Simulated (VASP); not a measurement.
# ZnCd2Se2S (P4/mmm) in VASP: a series of runs, part 2 of 2

VASP 6.6.1. The steps go on from the part before.

### 4 Relaxation of cell and atoms, PBE

Input file INCAR:

```
PREC = Accurate ; ENCUT = 600
EDIFF = 1E-7 ; ISMEAR = 0
SIGMA = 0.1 ; LREAL = False
LASPH = True ; NELM = 100
ALGO = Normal ; ISIF = 3
LWAVE = False ; LCHARG = False
GGA = PE ; IBRION = 2
NSW = 100 ; EDIFFG = -0.01
```

Input file KPOINTS:

```
Automatic mesh
0
Gamma
  8 8 8
```

Input file POSCAR:

```
ZnCd2Se2S
1.0
    5.1557613523      0.0000000000      0.0000000000
    0.0000000000      5.1557613523      0.0000000000
    0.0000000000      0.0000000000      5.5728120744
Zn Cd Se S
1 2 2 1
Direct
    0.0000000000      0.0000000000      0.5000000000
    0.5000000000      0.5000000000      0.7384913227
    0.5000000000      0.5000000000      0.2615086773
    0.5000000000      0.0000000000      0.0000000000
    0.0000000000      0.5000000000      0.0000000000
    0.0000000000      0.0000000000      0.0000000000
```

Potentials or basis: VASP PAW PBE potentials, release 64 (Zn, Cd, Se, S).

The run is started by

```
> cat potpaw_PBE.64/Zn/POTCAR potpaw_PBE.64/Cd/POTCAR potpaw_PBE.64/Se/POTCAR potpaw_PBE.64/S/POTCAR > POTCAR
> mpirun -np 1 vasp_std > vasp.out
```

OUTCAR:

```text
PREC = Accurate
   ENCUT = 600
   EDIFF = 1E-7
   ISMEAR = 0
   LREAL = False
   LASPH = True
   NELM = 100
   ISIF = 3
   GGA = PE
   IBRION = 2
   NSW = 100
   EDIFFG = -0.01

 ion  position               nearest neighbor table
   1  0.000  0.000  0.500-   6 2.79   6 2.79
   2  0.500  0.500  0.738-   3 2.66   3 2.91   4 2.96   5 2.96   4 2.96   5 2.96
   3  0.500  0.500  0.262-   2 2.66   2 2.91   5 2.96   4 2.96   4 2.96   5 2.96
   4  0.500  0.000  0.000-   6 2.58   6 2.58   2 2.96   2 2.96   3 2.96   3 2.96
   5  0.000  0.500  0.000-   6 2.58   6 2.58   2 2.96   3 2.96   2 2.96   3 2.96
   6  0.000  0.000  0.000-   4 2.58   5 2.58   5 2.58   4 2.58   1 2.79   1 2.79

  LATTYP: Found a simple tetragonal cell.
 ALAT       =     5.1557613523
 C/A-ratio  =     1.0808902301

  Lattice vectors:

 A1 = (   5.1557613523,   0.0000000000,   0.0000000000)
 A2 = (   0.0000000000,   5.1557613523,   0.0000000000)
 A3 = (   0.0000000000,   0.0000000000,   5.5728120744)

Analysis of symmetry for initial positions (statically):
=====================================================================
 Subroutine PRICEL returns:
[... 190 lines left out ...]
  in kB        5.9188980      5.9188980      8.0048001      0.0000000      0.0000000      0.0000000
  external PRESSURE =       6.6141987 kB  Pullay stress =       0.0000000 kB
[... 101 lines left out ...]
  FREE ENERGIE OF THE ION-ELECTRON SYSTEM (eV)
  ---------------------------------------------------
  free  energy   TOTEN  =       -13.1459014134 eV

  energy  without entropy=      -13.1264741209  energy(sigma->0) =      -13.13618777

[... ionic steps 4 to 11 ...]

--------------------------------------- Ionic step       12  -------------------------------------------

 number of electron      53.9999983 magnetization

------------------------ aborting loop because EDIFF is reached ----------------------------------------
[... 75 lines left out ...]
--------------------------------------- Ionic step       14  -------------------------------------------

 number of electron      53.9999984 magnetization

 Free energy of the ion-electron system (eV)
  ---------------------------------------------------
  ext. energy  EPLUGINS =         0.00000000
  ---------------------------------------------------
  free energy    TOTEN  =       -13.15665547 eV

  energy without entropy =      -13.14559885  energy(sigma->0) =      -13.15112716

 E-fermi :   2.3071     XC(G=0):  -9.3909

 val. band max:        2.3040182690   @ k =   0.2500   0.2500   0.3750
 cond. band min:       2.3122964485   @ k =   0.3750   0.3750   0.3750
 fundamental gap:      0.0082781795
 Fermi energy:         2.3071313037

 k-point     1 :       0.0000    0.0000    0.0000
  band No.  band energies     occupation
      1     -13.1091      2.00000
      2     -10.2760      2.00000
      3      -8.4203      2.00000
      4      -6.9025      2.00000
      5      -6.5909      2.00000
      6      -6.5909      2.00000
[... 829 lines left out ...]
     31       5.8426      0.00000
     32       6.0632      0.00000

 [... further k-points ...]
[... 5 lines left out ...]
  --------------------------------------------------------------------------------------
  -------------------------------------------------------------------------------------
  Total       -0.0026811     -0.0026811     -0.0047019      0.0000000      0.0000000      0.0000000
  in kB       -0.0285099     -0.0285099     -0.0499979      0.0000000      0.0000000      0.0000000
  external PRESSURE =      -0.0356726 kB  Pullay stress =       0.0000000 kB
[... 21 lines left out ...]
  FREE ENERGIE OF THE ION-ELECTRON SYSTEM (eV)
  ---------------------------------------------------
  free  energy   TOTEN  =       -13.1566554652 eV

  energy  without entropy=      -13.1455988468  energy(sigma->0) =      -13.15112716

 reached required accuracy - stopping structural energy minimisation
```

OSZICAR:

```text
N       E                     dE             d eps       ncg     rms          rms(c)
DAV:   1     0.437115849571E+03    0.43712E+03   -0.27444E+04  4800   0.186E+03
DAV:   2     0.242092124626E+02   -0.41291E+03   -0.40348E+03  5008   0.429E+02
DAV:   3    -0.128747372516E+02   -0.37084E+02   -0.36444E+02  5816   0.121E+02
DAV:   4    -0.138503209449E+02   -0.97558E+00   -0.95549E+00  5448   0.178E+01
[... 129 lines left out ...]
DAV:   2    -0.131566581089E+02    0.44777E-05   -0.81111E-05  5336   0.663E-02    0.870E-03
DAV:   3    -0.131566564150E+02    0.16939E-05   -0.30741E-06  5408   0.115E-02    0.500E-03
DAV:   4    -0.131566557166E+02    0.69840E-06   -0.32701E-07  5288   0.459E-03    0.196E-03
DAV:   5    -0.131566554723E+02    0.24428E-06   -0.99898E-08  3256   0.218E-03    0.464E-04
DAV:   6    -0.131566554652E+02    0.71132E-08   -0.10190E-08  2488   0.860E-04
  14 F= -.13156655E+02 E0= -.13151127E+02  d E =-.218798E-04
```

Run time: 68 min. Hardware: 1 thread of AMD EPYC 9755, shared host; peak memory 0.59 GiB.

What came out:

```yaml
Free_energy: -13.1567 eV
Relaxed_volume: 25.11 Å³/atom
Relaxed_cell: a = 5.070 Å, b = 5.070 Å, c = 5.861 Å, α = 90.00°, β = 90.00°, γ = 90.00°
Space_group_after_relaxing_to_0.1_Å: P4/mmm (No. 123)
Energy_gained_by_relaxing: 2.8 meV/atom
Ionic_steps: 14
Pressure_after_relaxing: 0.0 GPa
Band_gap_on_the_k_mesh: zero (bands 27 and 28 overlap by 1.88 eV)
```

The path:
```tsv
step	energy change (eV)	largest force (eV/Å)	pressure (GPa)	volume (Å³)
1	0.0000	0.1630	0.66	148.14
2	-0.0061	0.0315	-0.01	150.33
3	-0.0061	0.0239	-0.05	150.47
4	-0.0068	0.0165	-0.04	150.42
5	-0.0082	0.0011	0.01	150.27
6	-0.0107	0.0114	0.12	149.96
7	-0.0151	0.0160	0.39	149.25
8	-0.0156	0.0146	0.35	149.43
9	-0.0162	0.0109	0.22	149.96
10	-0.0165	0.0121	0.17	150.11
11	-0.0169	0.0161	0.03	150.55
12	-0.0169	0.0170	0.00	150.64
13	-0.0169	0.0113	0.00	150.65
14	-0.0169	0.0003	0.00	150.67
```

Final structure:
```
CELL_PARAMETERS angstrom
5.07030 0.00000 0.00000
0.00000 5.07030 0.00000
0.00000 0.00000 5.86085
ATOMIC_POSITIONS crystal
Zn 0.00000 0.00000 0.50000
Cd 0.50000 0.50000 0.73040
Cd 0.50000 0.50000 0.26960
Se 0.50000 0.00000 0.00000
Se 0.00000 0.50000 0.00000
S 0.00000 0.00000 0.00000
```

### 5 Summary

| task | cell | k mesh | cutoff (eV) | gap on the mesh (eV) | pressure (GPa) |
| --- | --- | --- | --- | --- | --- |
| single point | a = 5.156, b = 5.156, c = 5.573 Å, 6 atoms, atomic positions A | 4 × 4 × 4 | 520 | none | 0.4 |
| single point | a = 5.076, b = 5.076, c = 5.828 Å, 6 atoms, atomic positions B | 8 × 8 × 8 | 520 | none | 0.1 |
| relaxation of cell and atoms | relaxed from a = 5.156, b = 5.156, c = 5.573 Å, 6 atoms, atomic positions A | 8 × 8 × 8 | 600 | none | 0.0 |

Alike in all rows: level PBE; potentials or basis VASP PAW PBE potentials, release 64 (Zn, Cd, Se, S); no spin polarisation; smearing gaussian 0.1 eV.

Total energies depend on the potentials used, so only differences within one code and one set of settings carry meaning.
